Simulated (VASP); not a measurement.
# HfN (Pm-3m) in VASP: further runs

The runs below take HfN through relaxation of cell and atoms, single point, with HF, HSE06.

Everything below comes from runs of VASP 6.6.1. Logs are shortened: lines on timing, memory, paths and dates and some standing lists are left out, and cuts for length are marked.

## 1. The cell of the first run

The structure is cubic, space group Pm-3m (No. 221). Conventional cell: a = 2.825 Å, b = 2.825 Å, c = 2.825 Å, α = 90.00°, β = 90.00°, γ = 90.00°. Within 3.2 Å of Hf (site symmetry m-3m) lie 8 N at 2.45 Å and 6 Hf at 2.83 Å. N (site symmetry m-3m) has 8 Hf at 2.45 Å and 6 N at 2.83 Å within 3.2 Å.

## 2. Relaxation of cell and atoms, HF

POSCAR

```
HfN
1.0
    2.8250300000      0.0000000000      0.0000000000
    0.0000000000      2.8250300000      0.0000000000
    0.0000000000      0.0000000000      2.8250300000
Hf N
1 1
Direct
    0.5000000000      0.5000000000      0.5000000000
    0.0000000000      0.0000000000      0.0000000000
```

INCAR.step1

```
  ALGO = Normal
  EDIFF = 1E-5
  ENCUT = 600
  GGA = PE
  ISMEAR = -1
  LASPH = True
  LCHARG = False
  LREAL = False
  LWAVE = True
  NBANDS = 14
  NELM = 100
  PREC = Accurate
  SIGMA = 0.05
```

INCAR.step2

```
  AEXX = 1.0
  AGGAC = 0.0
  ALDAC = 0.0
  ALGO = Normal
  EDIFF = 1E-6
  EDIFFG = -0.01
  ENCUT = 600
  GGA = PE
  IBRION = 2
  ISIF = 3
  ISMEAR = -1
  ISTART = 1
  LASPH = True
  LCHARG = False
  LHFCALC = True
  LREAL = False
  LWAVE = False
  NELM = 100
  NSW = 60
  PREC = Accurate
  PRECFOCK = Normal
  SIGMA = 0.05
```

KPOINTS

```
k-points
0
Gamma
  5 5 5
```

Potentials or basis: VASP PAW PBE potentials, release 64 (Hf_pv, N).

Started as:

```bash
> cat potpaw_PBE.64/Hf_pv/POTCAR potpaw_PBE.64/N/POTCAR > POTCAR
> cp INCAR.step1 INCAR
> mpirun -np 1 vasp_std > vasp.out
> cp INCAR.step2 INCAR
> mpirun -np 1 vasp_std > vasp.out
```

OUTCAR:

```text
AEXX = 1.0
   EDIFF = 1E-6
   EDIFFG = -0.01
   ENCUT = 600
   GGA = PE
   IBRION = 2
   ISIF = 3
   ISMEAR = -1
   ISTART = 1
   LASPH = True
   LHFCALC = True
   LREAL = False
   NELM = 100
   NSW = 60
   PREC = Accurate
   PRECFOCK = Normal

 ion  position               nearest neighbor table
   1  0.500  0.500  0.500-   2 2.45   2 2.45   2 2.45   2 2.45   2 2.45   2 2.45   2 2.45   2 2.45

   2  0.000  0.000  0.000-   1 2.45   1 2.45   1 2.45   1 2.45   1 2.45   1 2.45   1 2.45   1 2.45

  LATTYP: Found a simple cubic cell.
 ALAT       =     2.8250300000

  Lattice vectors:

 A1 = (   2.8250300000,   0.0000000000,   0.0000000000)
 A2 = (   0.0000000000,   2.8250300000,   0.0000000000)
 A3 = (   0.0000000000,   0.0000000000,   2.8250300000)

Analysis of symmetry for initial positions (statically):
=====================================================================
 Subroutine PRICEL returns:
 Original cell was already a primitive cell.

 Routine SETGRP: Setting up the symmetry group for a
 simple cubic supercell.

 Subroutine GETGRP returns: Found 48 space group operations
 (whereof 48 operations were pure point group operations)
 out of a pool of 48 trial point group operations.

The static configuration has the point symmetry O_h .

Analysis of symmetry for dynamics (positions and initial velocities):
=====================================================================
 Subroutine PRICEL returns:
 Original cell was already a primitive cell.

 Routine SETGRP: Setting up the symmetry group for a
 simple cubic supercell.

 Subroutine GETGRP returns: Found 48 space group operations
 (whereof 48 operations were pure point group operations)
 out of a pool of 48 trial point group operations.

The dynamic configuration has the point symmetry O_h .

 Subroutine INISYM returns: Found 48 space group operations
 (whereof 48 operations are pure point group operations),
 and found     1 'primitive' translations

----------------------------------------------------------------------------------------

                                     Primitive cell

  volume of cell :      22.5460

  direct lattice vectors                    reciprocal lattice vectors
     2.825030000  0.000000000  0.000000000     0.353978542  0.000000000  0.000000000
     0.000000000  2.825030000  0.000000000     0.000000000  0.353978542  0.000000000
     0.000000000  0.000000000  2.825030000     0.000000000  0.000000000  0.353978542

  length of vectors
     2.825030000  2.825030000  2.825030000     0.353978542  0.353978542  0.353978542

  position of ions in fractional coordinates (direct lattice)
     0.500000000  0.500000000  0.500000000
     0.000000000  0.000000000  0.000000000

  ion indices of the primitive-cell ions
   primitive index   ion index
                 1           1
                 2           2

----------------------------------------------------------------------------------------

 KPOINTS: k-points

Automatic generation of k-mesh.
 Grid dimensions read from file:
 generate k-points for:    5    5    5

 Generating k-lattice:

  Cartesian coordinates                     Fractional coordinates (reciprocal lattice)
     0.070795708  0.000000000  0.000000000     0.200000000  0.000000000  0.000000000
     0.000000000  0.070795708  0.000000000     0.000000000  0.200000000  0.000000000
     0.000000000  0.000000000  0.070795708     0.000000000  0.000000000  0.200000000

  Length of vectors
     0.070795708  0.070795708  0.070795708

  Shift w.r.t. Gamma in fractional coordinates (k-lattice)
     0.000000000  0.000000000  0.000000000

 Subroutine IBZKPT returns following result:
 ===========================================

 Found     10 irreducible k-points:

 Following reciprocal coordinates:
            Coordinates               Weight
  0.000000  0.000000  0.000000      1.000000
  0.200000  0.000000  0.000000      6.000000
  0.400000  0.000000  0.000000      6.000000
  0.200000  0.200000  0.000000     12.000000
  0.400000  0.200000  0.000000     24.000000
  0.400000  0.400000  0.000000     12.000000
  0.200000  0.200000  0.200000      8.000000
  0.400000  0.200000  0.200000     24.000000
  0.400000  0.400000  0.200000     24.000000
  0.400000  0.400000  0.400000      8.000000
   k-points           NKPTS =     10   k-points in BZ     NKDIM =    125   number of bands    NBANDS=     11
   number of dos      NEDOS =    301   number of ions     NIONS =      2
   total plane-waves  NPLWV =  13824
   dimension x,y,z NGX =    24 NGY =   24 NGZ =   24
   dimension x,y,z NGXF=    48 NGYF=   48 NGZF=   48
   ions per type =               1   1
   NGX,Y,Z   is equivalent  to a cutoff of  14.12, 14.12, 14.12 a.u.
   NGXF,Y,Z  is equivalent  to a cutoff of  28.25, 28.25, 28.25 a.u.
 SYSTEM =  unknown system
   PREC   = accura    normal or accurate (medium, high low for compatibility)
   ISTART =      1    job   : 0-new  1-cont  2-samecut
   ICHARG =      0    charge: 1-file 2-atom 10-const
   ISPIN  =      1    spin polarized calculation?
   LNONCOLLINEAR =      F non collinear calculations
   LSORBIT =      F    spin-orbit coupling
   LASPH  =      T    aspherical Exc in radial PAW
   ENCUT  =  600.0 eV  44.10 Ry    6.64 a.u.   5.64  5.64  5.64*2*pi/ulx,y,z
   NELM   =    100;   NELMIN=  2; NELMDL=  0     # of ELM steps
   EDIFF  = 0.1E-05   stopping-criterion for ELM
   LREAL  =      F    real-space projection
   EDIFFG = -.1E-01   stopping-criterion for IOM
   NSW    =     60    number of steps for IOM
   IBRION =      2    ionic relax: 0-MD 1-quasi-New 2-CG
   NFREE  =      1    steps in history (QN), initial steepest desc. (CG)
   ISIF   =      3    stress and relaxation
   ISYM   =      3    0-nonsym 1-usesym 2-fastsym
   POTIM  = 0.5000    time-step for ionic-motion
   TEBEG  =    0.0;   TEEND  =   0.0 temperature during run
   PSTRESS=    0.0 pullay stress
   NELECT =      15.0000    total number of electrons
   NUPDOWN=      -1.0000    fix difference up-down
   EMIN   =  10.00;   EMAX   =-10.00  energy-range for DOS
   EFERMI =   0.00;   METHOD = LEGACY
   ISMEAR =    -1;   SIGMA  =   0.05  broadening in eV -4-tet -1-fermi 0-gaus
   EFERMI_NEDOS =   21; number of points for ismear=-14 and -15
   IALGO  =     38    algorithm
   IMIX   =      1    mixing-type and parameters
     AMIX     =   0.40;   BMIX     =  1.00
     AMIX_MAG =   1.60;   BMIX_MAG =  1.00
  volume/ion in A,a.u.               =      11.27        76.07
  Fermi-wavevector in a.u.,A,eV,Ry     =   1.429164  2.700729 27.790047  2.042511
  Thomas-Fermi vector in A             =   2.549148
   LORBIT       =      0    0 simple, 1 ext, 2 COOP (PROOUT), +10 PAW based schemes
   GGA     = PE    functional components
   LHFCALC =     T    Hartree Fock is set to
   PRECFOCK=normal    Normal, Fast or Accurate (Low or Medium for compatibility)
   ENCUT4O =  -1.0   cutoff for four orbital integrals eV
   NKREDX  =     1    reduce k-point grid by
   NKREDY  =     1    reduce k-point grid by
   NKREDZ  =     1    reduce k-point grid by
   AEXX    =    1.0000 exact exchange contribution
   HFSCREEN=    0.0000 screening length (either q_TF or 0.3 A-1)
   HFSCREENC=   0.0000 screening length for correlation (either q_TF or 0.3 A-1)
   ENCUTFOCK=  -1.0 apply spherical cutoff to Coloumb kernel
   IVDW    =     0    specifies the selected vdW correction
   LEPSILON=     F    determine dielectric tensor
   LRPA    =     F    only Hartree local field effects (RPA)
 conjugate gradient relaxation of ions
 non-spin polarized calculation
  energy-cutoff  :      600.00
  volume of cell :       22.55
 maximum number of plane-waves:       772
 NGX is ok and might be reduce to    24
  NGX = 18; NGY = 18; NGZ = 18

--------------------------------------- Ionic step        1  -------------------------------------------

 number of electron      15.0000000 magnetization

 Free energy of the ion-electron system (eV)
  ---------------------------------------------------
  ext. energy  EPLUGINS =         0.00000000
  ---------------------------------------------------
  free energy    TOTEN  =       -36.33455004 eV

  energy without entropy =      -36.33317291  energy(sigma->0) =      -36.33386147

------------------------ aborting loop because EDIFF is reached ----------------------------------------

  FORCE on cell =-STRESS in cart. coord.  units (eV):
  Direction    XX          YY          ZZ          XY          YZ          ZX
  --------------------------------------------------------------------------------------
  -------------------------------------------------------------------------------------
  Total       -1.0290376     -1.0290376     -1.0290376      0.0000000     -0.0000000     -0.0000000
  in kB      -73.1261375    -73.1261375    -73.1261375      0.0000000     -0.0000000     -0.0000000
  external PRESSURE =     -73.1261375 kB  Pullay stress =       0.0000000 kB

 VOLUME and BASIS-vectors are now :
 -----------------------------------------------------------------------------
  energy-cutoff  :      600.00
  volume of cell :       22.55
      direct lattice vectors                 reciprocal lattice vectors
     2.825030000  0.000000000  0.000000000     0.353978542  0.000000000  0.000000000
     0.000000000  2.825030000  0.000000000     0.000000000  0.353978542  0.000000000
     0.000000000  0.000000000  2.825030000     0.000000000  0.000000000  0.353978542
[... 37 lines left out ...]
 POSITION                                       TOTAL-FORCE (eV/Angst)
 -----------------------------------------------------------------------------------
      1.37745      1.37745      1.37745        -0.000000     -0.000000      0.000000
      0.00000      0.00000      0.00000         0.000000      0.000000      0.000000
 -----------------------------------------------------------------------------------
    total drift:                                0.000000     -0.000000     -0.000000

  FREE ENERGIE OF THE ION-ELECTRON SYSTEM (eV)
  ---------------------------------------------------
  free  energy   TOTEN  =       -36.3037451357 eV

  energy  without entropy=      -36.3023682442  energy(sigma->0) =      -36.30305669

--------------------------------------- Ionic step        3  -------------------------------------------

 number of electron      15.0000004 magnetization

 Free energy of the ion-electron system (eV)
  ---------------------------------------------------
  ext. energy  EPLUGINS =         0.00000000
  ---------------------------------------------------
  free energy    TOTEN  =       -36.34885973 eV

  energy without entropy =      -36.34748272  energy(sigma->0) =      -36.34817122

 E-fermi :  11.1313     XC(G=0):   0.0000

 val. band max:        7.0675992042   @ k =   0.4000   0.4000   0.0000
 cond. band min:      11.2512331575   @ k =   0.2000   0.0000   0.0000
 fundamental gap:      4.1836339534
 Fermi energy:        11.1313361660

 k-point     1 :       0.0000    0.0000    0.0000
  band No.  band energies     occupation
      1     -32.0465      2.00000
      2     -32.0465      2.00000
      3     -32.0465      2.00000
      4     -17.7235      2.00000
      5       3.7103      2.00000
      6       3.7103      2.00000
      7       3.7103      2.00000
      8       4.0923      2.00000
      9       4.0923      2.00000
     10      17.6515      0.00000
     11      20.5852      0.00000

 k-point     2 :       0.2000    0.0000    0.0000
  band No.  band energies     occupation
      1     -32.8420      2.00000
      2     -31.9784      2.00000
      3     -31.9784      2.00000
      4     -16.7123      2.00000
      5      -0.6530      2.00000
      6       2.9667      2.00000
      7       2.9667      2.00000
      8       4.4193      2.00000
      9      11.2512      0.16666
     10      19.9541      0.00000
     11      20.9445      0.00000
[... 132 lines left out ...]
 POSITION                                       TOTAL-FORCE (eV/Angst)
 -----------------------------------------------------------------------------------
      1.39975      1.39975      1.39975        -0.000000     -0.000000      0.000000
      0.00000      0.00000      0.00000         0.000000      0.000000      0.000000
 -----------------------------------------------------------------------------------
    total drift:                                0.000000     -0.000000     -0.000000

  FREE ENERGIE OF THE ION-ELECTRON SYSTEM (eV)
  ---------------------------------------------------
  free  energy   TOTEN  =       -36.3488597337 eV

  energy  without entropy=      -36.3474827155  energy(sigma->0) =      -36.34817122

 reached required accuracy - stopping structural energy minimisation
```

Run time: 17 min. Hardware: 1 thread of Intel Xeon Platinum 8488C (Sapphire Rapids), shared host; peak memory 0.16 GiB.

What came out:

* Free energy: -36.3489 eV
* Relaxed volume: 10.97 Å³/atom
* Relaxed cell: a = 2.799 Å, b = 2.799 Å, c = 2.799 Å, α = 90.00°, β = 90.00°, γ = 90.00°
* Space group after relaxing (to 0.1 Å): Pm-3m (No. 221)
* Energy gained by relaxing: 7.2 meV/atom
* Ionic steps: 3
* Pressure after relaxing: -0.1 GPa
* Band gap on the k mesh: zero (an odd number of electrons rules out a gap without spin polarisation)

The path:
```
step  energy change (eV)  largest force (eV/Å)  pressure (GPa)  volume (Å³)
   1              0.0000                0.0000           -7.31        22.55
   2              0.0308                0.0000           14.73        20.91
   3             -0.0143                0.0000           -0.14        21.94
```

Final structure:
```
Hf N
1.0
     2.79949    0.00000    0.00000
     0.00000    2.79949    0.00000
     0.00000    0.00000    2.79949
Hf N
1 1
Cartesian
  1.3997 1.3997 1.3997
  0.0000 0.0000 0.0000
```

Caveat: the k points lie up to 0.45 Å⁻¹ apart in the final cell, too coarse for converged energies and pressures of a metal; the PAW data sets were made with another functional, which shifts forces and pressure a little; spin-orbit coupling is left out, which moves the levels of the heavy elements; an odd number of electrons without spin polarisation forces a metal; a magnetic or distorted state may lie lower.

## 3. Single point, HSE06, non-collinear spin, zero start, spin-orbit coupling

POSCAR is that of step 2.

INCAR.step1

```
SYSTEM = HfN
ALGO = Normal ; EDIFF = 1E-5
ENCUT = 520 ; GGA = PE
GGA_COMPAT = .False. ; ISIF = 2
ISMEAR = -1 ; LASPH = .True.
LCHARG = .False. ; LMAXMIX = 4
LORBIT = 11 ; LORBMOM = .True.
LREAL = .False. ; LSORBIT = .True.
LWAVE = .True. ; MAGMOM = 0 0 0 0 0 0
NBANDS = 27 ; NELM = 150
PREC = Accurate ; SIGMA = 0.05
```

INCAR.step2

```
SYSTEM = HfN
ALGO = Normal ; EDIFF = 1E-6
ENCUT = 520 ; GGA = PE
GGA_COMPAT = .False. ; HFSCREEN = 0.2079
ISIF = 2 ; ISMEAR = -1
ISTART = 1 ; LASPH = .True.
LCHARG = .False. ; LHFCALC = .True.
LMAXMIX = 4 ; LORBIT = 11
LORBMOM = .True. ; LREAL = .False.
LSORBIT = .True. ; LWAVE = .False.
MAGMOM = 0 0 0 0 0 0 ; NBANDS = 27
NELM = 150 ; PREC = Accurate
PRECFOCK = Normal ; SIGMA = 0.05
```

KPOINTS

```
k-points
0
Gamma
  4 4 4
  0 0 0
```

Potentials or basis: VASP PAW PBE potentials, release 64 (Hf_pv, N).

Started as:

```bash
> cat potpaw_PBE.64/Hf_pv/POTCAR potpaw_PBE.64/N/POTCAR > POTCAR
> cp INCAR.step1 INCAR
> mpirun -np 1 vasp_ncl > vasp.out
> cp INCAR.step2 INCAR
> mpirun -np 1 vasp_ncl > vasp.out
```

It took 15 min on 1 thread of Intel Xeon Platinum 8488C (Sapphire Rapids), shared host; peak memory 0.31 GiB.

The run converged. Its results:

| Quantity | Value |
| --- | --- |
| Free energy | -23.8502 eV |
| Pressure | -11.5 GPa |
| Net moment | 0.11 μB per cell |
| Valence electrons inside the program's atomic spheres | Hf 8.58; N 3.68 |

Moments on the atoms (μB; x, y, z):
```
Hf  0.00 0.00 0.00
N   0.00 0.00 0.00
```

Caveat: the k points lie up to 0.56 Å⁻¹ apart; a moment this small can come from the mesh or the smearing; the PAW data sets were made with another functional, which shifts forces and pressure a little.

The gap in the log of VASP goes by the Fermi energy; the results here count the filled bands.